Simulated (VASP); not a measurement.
Here is a VASP 6.6.1 calculation.

Contents of INCAR:

```
SYSTEM = CuSn7O15
ALGO = Normal
EDIFF = 1E-6
ENCUT = 520
GGA = PE
GGA_COMPAT = .False.
ISIF = 2
ISMEAR = -1
LASPH = .True.
LCHARG = .False.
LREAL = .False.
LWAVE = .False.
NBANDS = 116
NELECT = 198.0
NELM = 120
PREC = Accurate
SIGMA = 0.01
```

The input KPOINTS:

```
Automatic mesh
0
Gamma
  1 1 1
  0.25 0.25 0.25
```

File POSCAR:

```
CuSn7O15
1.0
    4.8274600320      4.8274600320      0.0000000000
   -4.8274600320      4.8274600320      0.0000000000
    0.0000000000      0.0000000000      6.4759066843
Sn O Cu
7 15 1
Direct
    0.0172410229      0.4983258279      0.2362319997
    0.4955716105     -0.0023438994      0.2543138273
   -0.0078947677     -0.0013850800     -0.0003063187
    0.5131633201      0.4987955407     -0.0007650378
    0.0163612083      0.4986321777      0.7641346055
    0.4962821278     -0.0005038570      0.7440561319
   -0.0045862175     -0.0011105291      0.4995159515
   -0.0074133732      0.8023759151      0.2493843403
    0.5123196800      0.3142446888      0.2658428033
   -0.0119017650      0.1944032631      0.2494089986
    0.5051116090      0.6798972089      0.2661704252
    0.3023664017      0.0009492753     -0.0011636376
    0.8172566633      0.5012610360      0.0003894971
    0.2088416088      0.4946680886     -0.0002430387
    0.6840606850     -0.0041628048     -0.0005861611
   -0.0076697751      0.8025884112      0.7498304651
    0.5152520390      0.3179288457      0.7311596450
   -0.0133642510      0.1948224999      0.7498632157
    0.5074033575      0.6823699532      0.7320204482
    0.2993211392      0.0023212281      0.4997802112
    0.1548861146      0.4966910744      0.5005241305
    0.6916091854     -0.0055271431      0.4989095517
    0.4955913593      0.4984198835      0.4986101238
```

Potentials or basis: VASP PAW PBE potentials, release 64 (Sn_d, O, Cu).

The run is started by

```bash
$ cat potpaw_PBE.64/Sn_d/POTCAR potpaw_PBE.64/O/POTCAR potpaw_PBE.64/Cu/POTCAR > POTCAR
$ mpirun -np 1 vasp_std > vasp.out
```

Q: What does it give for the largest force?

A: 0.161 eV/Å.

Forces in eV/Å, atoms in the order of the input:
```
Sn   0.013 -0.001  0.000
Sn  -0.014 -0.002  0.007
Sn   0.004  0.002 -0.036
Sn  -0.008 -0.016 -0.030
Sn  -0.004 -0.020 -0.016
Sn  -0.002  0.003 -0.007
Sn   0.005 -0.009  0.033
O   -0.010 -0.014  0.017
O   -0.052  0.067 -0.002
O   -0.022  0.023 -0.005
O   -0.047  0.100 -0.022
O   -0.005 -0.018  0.014
O   -0.021 -0.029  0.016
O    0.020  0.036 -0.018
O    0.001  0.020  0.002
O   -0.015 -0.018 -0.006
O    0.098 -0.125  0.029
O    0.019  0.008  0.005
O    0.037 -0.021  0.034
O   -0.004 -0.035 -0.019
O    0.030  0.028 -0.039
O   -0.002  0.037  0.001
Cu  -0.023 -0.016  0.044
```

Caveat: the cell carries a net charge on a neutralising background, which shifts energy and pressure.
